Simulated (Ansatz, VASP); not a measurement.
# Te: VASP beside Ansatz

Contents of INCAR:

```
PREC = Accurate
ENCUT = 600
EDIFF = 1E-6
ISMEAR = 0
SIGMA = 0.1
LREAL = False
LASPH = True
NELM = 100
ALGO = Normal
ISIF = 3
LWAVE = False
LCHARG = False
GGA = PE
IBRION = 2
NSW = 100
EDIFFG = -0.01
```

KPOINTS

```
Automatic mesh
0
Gamma
  18 18 16
```

The input POSCAR:

```
Te
1.0
    2.1332543045     -2.3323176821      0.0000000000
    2.1332543045      2.3323176821      0.0000000000
    0.0000000000      0.0000000000      3.2772000039
Te
1
Direct
    0.5000000000      0.5000000000      0.5000000000
```

Input for Ansatz:

```yaml
crystal:
  lattice:
    - [2.1332543045, -2.3323176821, 0.0]
    - [2.1332543045, 2.3323176821, 0.0]
    - [0.0, 0.0, 3.2772000039]
  atoms:
    - { symbol: Te, position: [0.5, 0.5, 0.5] }
basis:
  ecutwfc: 420
kpoints:
  mp_grid: { grid: [18, 18, 16] }
hamiltonian:
  xc: pbe
scf:
  occupations: { method: gaussian, width: 0.1 }
output:
  forces: true
  stress: true
  eigenvalues: true
relax:
  adjacent_minimum: "off"
  f_tol: 0.01
  max_steps: 80
  cell: { stress_tol: 0.05 }
```

Alike in both runs: task relaxation of cell and atoms; functional PBE; k mesh 18 × 18 × 16; occupations gaussian, width 0.1 eV; no spin polarisation.

|  | VASP | Ansatz |
| --- | --- | --- |
| version | VASP 6.6.1 | Ansatz 0.2.0 |
| potentials or method | VASP PAW PBE potentials, release 64 (Te), cutoff 600 eV | scalar-relativistic, plane waves, PAW |
| valence electrons in the cell | 6 | 16 |

|  | VASP | Ansatz | Ansatz less VASP |
| --- | --- | --- | --- |
| gap on the k mesh at the Fermi level, each at its own relaxed structure (eV) | none | none | - |
| relaxed volume (Å³/atom) | 32.75 | 32.78 | +0.033 |
| relaxed cell length with the largest relative difference (Å) | 3.187 | 3.188 | +0.0013 |

A gap of «none» marks a metal or a gap that the smearing closes. VASP's potentials hold 6 valence electrons a cell and Ansatz's 16, so a difference there can come from the potentials and not from the codes.

Spin-orbit coupling is off throughout.
